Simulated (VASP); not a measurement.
# KF (I4/mmm) in VASP: notebook

Runs on KF. Level: PBE. Tasks: single point.

Program: VASP 6.6.1. These are calculated values, not measurements. Logs are shortened: lines on timing, memory, paths and dates and some standing lists are left out, and cuts for length are marked.

### Step 1. The cell of the first run

Symmetry: I4/mmm, No. 139, tetragonal system. The conventional cell has a = 3.970 Å, b = 3.970 Å, c = 5.213 Å, α = 90.00°, β = 90.00°, γ = 90.00°. K (site symmetry 4/mmm) has 6 F at 2.61 to 2.81 Å within 3.4 Å. F (site symmetry 4/mmm) has 6 K at 2.61 to 2.81 Å within 3.4 Å.

### Step 2. Single point, PBE (strain +0.050 along x and y, -0.025 along z)

INCAR reads:

```
  ALGO = Normal
  EDIFF = 1E-7
  ENCUT = 520
  GGA = PE
  ISIF = 2
  ISMEAR = 0
  LASPH = T
  LCHARG = F
  LREAL = F
  LWAVE = F
  NBANDS = 15
  NELM = 100
  PREC = Accurate
  SIGMA = 0.05
```

KPOINTS reads:

```
k-points
0
Gamma
  8 8 8
```

POSCAR reads:

```
KF
1.0
    0.0000000000      2.8071750000      2.6066625000
    2.8071750000      0.0000000000      2.6066625000
    2.8071750000      2.8071750000      0.0000000000
K F
1 1
Direct
    0.0000000000      0.0000000000      0.0000000000
    0.5000000000      0.5000000000      0.5000000000
```

Potentials or basis: VASP PAW PBE potentials, release 64 (K_sv, F).

On the command line:

```
$ cat potpaw_PBE.64/K_sv/POTCAR potpaw_PBE.64/F/POTCAR > POTCAR
$ mpirun -np 1 vasp_std > vasp.out
```

OUTCAR:

```text
EDIFF = 1E-7
   ENCUT = 520
   GGA = PE
   ISIF = 2
   ISMEAR = 0
   LASPH = T
   LREAL = F
   NELM = 100
   PREC = Accurate

 ion  position               nearest neighbor table
   1  0.000  0.000  0.000-   2 2.61   2 2.61   2 2.81   2 2.81   2 2.81   2 2.81
   2  0.500  0.500  0.500-   1 2.61   1 2.61   1 2.81   1 2.81   1 2.81   1 2.81

  LATTYP: Found a body centered tetragonal cell.
 ALAT       =     3.9699449570
 C/A-ratio  =     1.3131983079

  Lattice vectors:

 A1 = (   0.0000000000,  -2.8071750000,  -2.6066625000)
 A2 = (   0.0000000000,   2.8071750000,  -2.6066625000)
 A3 = (   2.8071750000,   0.0000000000,   2.6066625000)

Analysis of symmetry for initial positions (statically):
=====================================================================
 Subroutine PRICEL returns:
 Original cell was already a primitive cell.

 Routine SETGRP: Setting up the symmetry group for a
 body centered tetragonal supercell.

 Subroutine GETGRP returns: Found 16 space group operations
 (whereof 16 operations were pure point group operations)
 out of a pool of 16 trial point group operations.

The static configuration has the point symmetry D_4h.

Analysis of symmetry for dynamics (positions and initial velocities):
=====================================================================
 Subroutine PRICEL returns:
 Original cell was already a primitive cell.

 Routine SETGRP: Setting up the symmetry group for a
 body centered tetragonal supercell.

 Subroutine GETGRP returns: Found 16 space group operations
 (whereof 16 operations were pure point group operations)
 out of a pool of 16 trial point group operations.

The dynamic configuration has the point symmetry D_4h.

 Subroutine INISYM returns: Found 16 space group operations
 (whereof 16 operations are pure point group operations),
 and found     1 'primitive' translations

----------------------------------------------------------------------------------------

                                     Primitive cell

  volume of cell :      41.0822

  direct lattice vectors                    reciprocal lattice vectors
     0.000000000  2.807175000  2.606662500    -0.178115009  0.178115009  0.191816163
     2.807175000  0.000000000  2.606662500     0.178115009 -0.178115009  0.191816163
     2.807175000  2.807175000  0.000000000     0.178115009  0.178115009 -0.191816163

  length of vectors
     3.830785934  3.830785934  3.969944957     0.316612308  0.316612308  0.316612308

  position of ions in fractional coordinates (direct lattice)
     0.000000000  0.000000000  0.000000000
     0.500000000  0.500000000  0.500000000

  ion indices of the primitive-cell ions
   primitive index   ion index
                 1           1
                 2           2

----------------------------------------------------------------------------------------

 KPOINTS: k-points

Automatic generation of k-mesh.
 Grid dimensions read from file:
 generate k-points for:    8    8    8

 Generating k-lattice:

  Cartesian coordinates                     Fractional coordinates (reciprocal lattice)
    -0.022264376  0.022264376  0.023977020     0.125000000  0.000000000  0.000000000
     0.022264376 -0.022264376  0.023977020     0.000000000  0.125000000  0.000000000
     0.022264376  0.022264376 -0.023977020     0.000000000  0.000000000  0.125000000

  Length of vectors
     0.039576538  0.039576538  0.039576538

  Shift w.r.t. Gamma in fractional coordinates (k-lattice)
     0.000000000  0.000000000  0.000000000

 Subroutine IBZKPT returns following result:
 ===========================================

 Found     59 irreducible k-points:

 Following reciprocal coordinates:
            Coordinates               Weight
  0.000000  0.000000  0.000000      1.000000
  0.125000 -0.000000  0.000000      8.000000
  0.250000 -0.000000  0.000000      8.000000
  0.375000 -0.000000  0.000000      8.000000
  0.500000 -0.000000  0.000000      4.000000
  0.125000  0.125000  0.000000      2.000000
[... 16 lines left out ...]
  0.250000 -0.000000  0.125000     16.000000
  0.375000 -0.000000  0.125000     16.000000
 [... further k-points ...]
   k-points           NKPTS =     59   k-points in BZ     NKDIM =     59   number of bands    NBANDS=     15
   number of dos      NEDOS =    301   number of ions     NIONS =      2
   total plane-waves  NPLWV =  23520
   dimension x,y,z NGX =    28 NGY =   28 NGZ =   30
   dimension x,y,z NGXF=    56 NGYF=   56 NGZF=   60
   ions per type =               1   1
   NGX,Y,Z   is equivalent  to a cutoff of  12.15, 12.15, 12.56 a.u.
   NGXF,Y,Z  is equivalent  to a cutoff of  24.30, 24.30, 25.13 a.u.
 SYSTEM =  unknown system
   PREC   = accura    normal or accurate (medium, high low for compatibility)
   ISTART =      0    job   : 0-new  1-cont  2-samecut
   ICHARG =      2    charge: 1-file 2-atom 10-const
   ISPIN  =      1    spin polarized calculation?
   LNONCOLLINEAR =      F non collinear calculations
   LSORBIT =      F    spin-orbit coupling
   LASPH  =      T    aspherical Exc in radial PAW
   ENCUT  =  520.0 eV  38.22 Ry    6.18 a.u.   7.12  7.12  7.38*2*pi/ulx,y,z
   NELM   =    100;   NELMIN=  2; NELMDL= -5     # of ELM steps
   EDIFF  = 0.1E-06   stopping-criterion for ELM
   LREAL  =      F    real-space projection
   EDIFFG = 0.1E-05   stopping-criterion for IOM
   NSW    =      0    number of steps for IOM
   IBRION =     -1    ionic relax: 0-MD 1-quasi-New 2-CG
   NFREE  =      0    steps in history (QN), initial steepest desc. (CG)
   ISIF   =      2    stress and relaxation
   ISYM   =      2    0-nonsym 1-usesym 2-fastsym
   POTIM  = 0.5000    time-step for ionic-motion
   TEBEG  =    0.0;   TEEND  =   0.0 temperature during run
   PSTRESS=    0.0 pullay stress
   NELECT =      16.0000    total number of electrons
   NUPDOWN=      -1.0000    fix difference up-down
   EMIN   =  10.00;   EMAX   =-10.00  energy-range for DOS
   EFERMI =   0.00;   METHOD = LEGACY
   ISMEAR =     0;   SIGMA  =   0.05  broadening in eV -4-tet -1-fermi 0-gaus
   EFERMI_NEDOS =   21; number of points for ismear=-14 and -15
   IALGO  =     38    algorithm
   IMIX   =      4    mixing-type and parameters
     AMIX     =   0.40;   BMIX     =  1.00
     AMIX_MAG =   1.60;   BMIX_MAG =  1.00
  volume/ion in A,a.u.               =      20.54       138.62
  Fermi-wavevector in a.u.,A,eV,Ry     =   1.195539  2.259240 19.446975  1.429312
  Thomas-Fermi vector in A             =   2.331501
   LORBIT       =      0    0 simple, 1 ext, 2 COOP (PROOUT), +10 PAW based schemes
   GGA     = PE    functional components
   LHFCALC =     F    Hartree Fock is set to
   AEXX    =    0.0000 exact exchange contribution
   IVDW    =     0    specifies the selected vdW correction
   LEPSILON=     F    determine dielectric tensor
   LRPA    =     F    only Hartree local field effects (RPA)
 non-spin polarized calculation
 Gauss-broadening in eV      SIGMA  =   0.05
  energy-cutoff  :      520.00
  volume of cell :       41.08
 maximum number of plane-waves:      1122
   NGX = 15   NGY = 15   NGZ = 15

 number of electron      15.9999990 magnetization

 Free energy of the ion-electron system (eV)
  ---------------------------------------------------
  ext. energy  EPLUGINS =         0.00000000
  ---------------------------------------------------
  free energy    TOTEN  =        -8.27711049 eV

  energy without entropy =       -8.27711049  energy(sigma->0) =       -8.27711049

 E-fermi :  -2.6712     XC(G=0):  -8.0665

 val. band max:       -2.9255812757   @ k =   0.0000   0.0000   0.0000
 cond. band min:       2.7825825786   @ k =   0.0000   0.0000   0.0000
 fundamental gap:      5.7081638543
 Fermi energy:        -2.6712112785

 k-point     1 :       0.0000    0.0000    0.0000
  band No.  band energies     occupation
      1     -29.3223      2.00000
      2     -21.6153      2.00000
      3     -12.6307      2.00000
      4     -12.6307      2.00000
      5     -12.6101      2.00000
      6      -3.0200      2.00000
      7      -3.0200      2.00000
      8      -2.9256      2.00000
      9       2.7826      0.00000
     10       7.3819      0.00000
     11       7.3819      0.00000
     12       7.7607      0.00000
     13       8.7164      0.00000
     14       9.4582      0.00000
     15      13.5020      0.00000

 k-point     2 :       0.1250   -0.0000    0.0000
  band No.  band energies     occupation
      1     -29.3124      2.00000
      2     -21.6243      2.00000
      3     -12.6619      2.00000
      4     -12.6399      2.00000
      5     -12.6107      2.00000
      6      -3.1241      2.00000
      7      -3.0598      2.00000
      8      -3.0010      2.00000
      9       3.1859      0.00000
     10       7.2362      0.00000
     11       7.5803      0.00000
     12       7.8442      0.00000
     13       8.8462      0.00000
     14       9.5829      0.00000
     15      14.1931      0.00000

 k-point     3 :       0.2500   -0.0000    0.0000
  band No.  band energies     occupation
      1     -29.2883      2.00000
      2     -21.6467      2.00000
      3     -12.7426      2.00000
      4     -12.6618      2.00000
      5     -12.6058      2.00000
      6      -3.3860      2.00000
      7      -3.1541      2.00000
      8      -3.1337      2.00000
      9       4.2083      0.00000
     10       6.8911      0.00000
     11       8.0384      0.00000
     12       8.2955      0.00000
     13       9.2960      0.00000
     14       9.9487      0.00000
     15      14.8809      0.00000
[... 343 lines left out ...]
 k-point    23 :       0.2500   -0.0000    0.1250
  band No.  band energies     occupation
      1     -29.2924      2.00000
      2     -21.6336      2.00000
      3     -12.7321      2.00000
      4     -12.6677      2.00000
      5     -12.6504      2.00000
      6      -3.3610      2.00000
      7      -3.0972      2.00000
      8      -3.0201      2.00000
      9       4.0746      0.00000
     10       6.6095      0.00000
     11       8.1721      0.00000
     12       8.4402      0.00000
     13       9.0871      0.00000
     14       9.7713      0.00000
     15      15.2514      0.00000

 k-point    24 :       0.3750   -0.0000    0.1250
  band No.  band energies     occupation
      1     -29.2684      2.00000
      2     -21.6535      2.00000
      3     -12.8177      2.00000
      4     -12.6973      2.00000
      5     -12.6472      2.00000
      6      -3.5131      2.00000
      7      -3.2139      2.00000
      8      -3.1557      2.00000
      9       5.1829      0.00000
     10       6.5551      0.00000
     11       8.3857      0.00000
     12       8.8674      0.00000
     13       9.8057      0.00000
     14      10.3257      0.00000
     15      13.5423      0.00000

 [... further k-points ...]
[... 5 lines left out ...]
  --------------------------------------------------------------------------------------
  -------------------------------------------------------------------------------------
  Total       -0.4035413     -0.4035413      0.4709269      0.0000000     -0.0000000      0.0000000
  in kB      -15.7378264    -15.7378264     18.3658176      0.0000000     -0.0000000      0.0000000
  external PRESSURE =      -4.3699451 kB  Pullay stress =       0.0000000 kB

 VOLUME and BASIS-vectors are now :
 -----------------------------------------------------------------------------
  energy-cutoff  :      520.00
  volume of cell :       41.08
      direct lattice vectors                 reciprocal lattice vectors
     0.000000000  2.807175000  2.606662500    -0.178115009  0.178115009  0.191816163
     2.807175000  0.000000000  2.606662500     0.178115009 -0.178115009  0.191816163
     2.807175000  2.807175000  0.000000000     0.178115009  0.178115009 -0.191816163

 POSITION                                       TOTAL-FORCE (eV/Angst)
 -----------------------------------------------------------------------------------
      0.00000      0.00000      0.00000         0.000000      0.000000      0.000000
      2.80717      2.80717      2.60666        -0.000000     -0.000000      0.000000
 -----------------------------------------------------------------------------------
    total drift:                                0.000000      0.000000      0.000000

  FREE ENERGIE OF THE ION-ELECTRON SYSTEM (eV)
  ---------------------------------------------------
  free  energy   TOTEN  =        -8.2771104922 eV

  energy  without entropy=       -8.2771104922  energy(sigma->0) =       -8.27711049
```

Wall time 33 s (1 thread of Intel Xeon Platinum 8259CL at 2.50GHz (Skylake/Cascade Lake), shared host); peak memory 0.17 GiB.

What came out:

```
Free energy            : -8.2771 eV
Pressure               : -0.4 GPa
Band gap on the k mesh : 5.71 eV, direct
```

Stress tensor (GPa, compression positive):
```
-1.57  0.00  0.00
 0.00 -1.57  0.00
 0.00  0.00  1.84
```

Caveat: the cell differs from its parent crystal (strain +0.050 along x and y, -0.025 along z).

### Step 3. Single point, PBE (strain +0.050 along x and y, +0.000 along z)

INCAR reads:

```
SYSTEM = KF
PREC     = Accurate       ! precision mode
ENCUT    = 520            ! plane-wave cutoff, eV
EDIFF    = 1E-6           ! SCF threshold, eV
ISMEAR   = 0              ! smearing method
SIGMA    = 0.05           ! smearing width, eV
LREAL    = .FALSE.        ! projectors in reciprocal space
LASPH    = .TRUE.         ! aspherical terms in the spheres
NELM     = 100            ! most SCF steps
ALGO     = Normal         ! electronic algorithm
ISIF     = 2              ! what is computed and relaxed
LWAVE    = .FALSE.        ! write WAVECAR
LCHARG   = .FALSE.        ! write CHGCAR
GGA      = PE             ! functional
NBANDS   = 15             ! bands
```

KPOINTS reads:

```
Automatic mesh
0
G
  8 8 8
  0 0 0
```

POSCAR reads:

```
KF
1.0
    0.0000000000      2.8071750000      2.6735000000
    2.8071750000      0.0000000000      2.6735000000
    2.8071750000      2.8071750000      0.0000000000
K F
1 1
Direct
    0.0000000000      0.0000000000      0.0000000000
    0.5000000000      0.5000000000      0.5000000000
```

Potentials or basis: VASP PAW PBE potentials, release 64 (K_sv, F).

On the command line:

```
$ cat potpaw_PBE.64/K_sv/POTCAR potpaw_PBE.64/F/POTCAR > POTCAR
$ mpirun -np 1 vasp_std > vasp.out
```

It took 34 s on 1 thread of Intel Xeon Platinum 8259CL at 2.50GHz (Skylake/Cascade Lake), shared host; peak memory 0.18 GiB.

It converged, with:

| Quantity | Value |
| --- | --- |
| Free energy | -8.2837 eV |
| Pressure | -1.3 GPa |
| Band gap on the k mesh | 5.63 eV, direct |

Stress tensor (GPa, compression positive):
```
-1.89  0.00  0.00
 0.00 -1.89  0.00
 0.00  0.00 -0.10
```

Levels at points of the mesh, in eV from the valence-band top:
| k point | band 5 | band 6 | band 7 | band 8 | band 9 | band 10 | band 11 | band 12 |
| --- | --- | --- | --- | --- | --- | --- | --- | --- |
| (0.00, 0.00, 0.00) | -9.75 | -0.05 | -0.05 | 0.00 | 5.63 | 10.29 | 10.29 | 10.53 |
| (0.50, 0.00, 0.00) | -9.77 | -0.73 | -0.32 | -0.31 | 8.61 | 9.85 | 11.43 | 11.73 |
| (0.50, 0.50, 0.00) | -9.95 | -0.22 | -0.13 | -0.13 | 7.95 | 9.78 | 11.30 | 13.04 |
| (0.50, 0.00, 0.50) | -9.90 | -0.31 | -0.12 | -0.07 | 8.13 | 9.71 | 10.85 | 13.05 |

Caveat: the cell differs from its parent crystal (strain +0.050 along x and y, +0.000 along z).
